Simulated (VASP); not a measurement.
Al:

```xyz
2
Lattice="-1.4498 1.4498 4.4718 1.4498 -1.4498 4.4718 1.4498 1.4498 -4.4718" Properties=species:S:1:pos:R:3 pbc="T T T"
Al    0.0000    0.0000    1.3119
Al    0.0000    0.0000    7.6317
```

```yaml
Program: VASP 6.6.1
Task: relaxation of cell and atoms
Functional: PBE
Potentials_or_basis: VASP PAW PBE potentials, release 64 (Al)
Cutoff: 600 eV
k_mesh: 26 × 26 × 26
Occupations: gaussian, width 0.1 eV
Spin: no spin polarisation
```

At the start: pressure 0.5 GPa; volume 18.80 Å³/atom.

Q: Where does the relaxation end?

A: Over 7 steps the energy falls by 9.2 meV/atom and the volume is 18.67 Å³/atom (-0.7 %); space group I4/mmm (No. 139, to 0.1 Å) before and after.

Step by step:
```
step  energy change (eV)  largest force (eV/Å)  pressure (GPa)  volume (Å³)
   1              0.0000                0.0945            0.46        37.60
   2             -0.0063                0.0976           -0.24        37.89
   3             -0.0102                0.0861           -1.36        38.40
   4             -0.0142                0.0756           -1.02        38.10
   5             -0.0179                0.0467           -0.22        37.46
   6             -0.0183                0.0239           -0.09        37.38
   7             -0.0184                0.0083            0.00        37.33
```

Final structure:
```cif
data_structure
_symmetry_space_group_name_H-M 'P 1'
_symmetry_Int_Tables_number 1
_cell_length_a 5.0823
_cell_length_b 5.0823
_cell_length_c 5.0823
_cell_angle_alpha 147.709
_cell_angle_beta 147.709
_cell_angle_gamma 46.314
_cell_volume 37.33
loop_
_atom_site_label
_atom_site_type_symbol
_atom_site_fract_x
_atom_site_fract_y
_atom_site_fract_z
_atom_site_occupancy
Al1 Al 0.14334 0.14334 0.00000 1
Al2 Al 0.85666 0.85666 0.00000 1
```
